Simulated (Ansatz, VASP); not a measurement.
**Two plane-wave programs on ZrH**

```xyz
4
Lattice="3.2500 0.0000 0.0000 0.0000 3.2500 0.0000 0.0000 0.0000 4.9702" Properties=species:S:1:pos:R:3 pbc="T T T"
Zr    0.0000    1.6250    0.0000
Zr    1.6250    0.0000    2.4851
H     0.0000    0.0000    3.7276
H     0.0000    0.0000    1.2425
```

Alike in both runs: functional r2SCAN; k mesh 10 × 10 × 7; occupations fermi-dirac, width 0.1 eV; no spin polarisation.

Ansatz relaxed the structure, and its values are those at the end. VASP's run is a single point on that final structure, the one shown.

|  | VASP | Ansatz |
| --- | --- | --- |
| version | VASP 6.6.1 | Ansatz 0.2.0 |
| potentials or method | VASP PAW PBE potentials, release 64 (Zr_sv, H), cutoff 520 eV | PAW plane waves |
| valence electrons in the cell | 26 | 26 |

VASP gave:

- pressure (GPa): -0.1

Question: What did Ansatz give for the same quantities?

Answer: Pressure (GPa): 0.0.

VASP's potentials were made for PBE, not for r2SCAN. Ansatz's warnings: stress scf threshold loose.
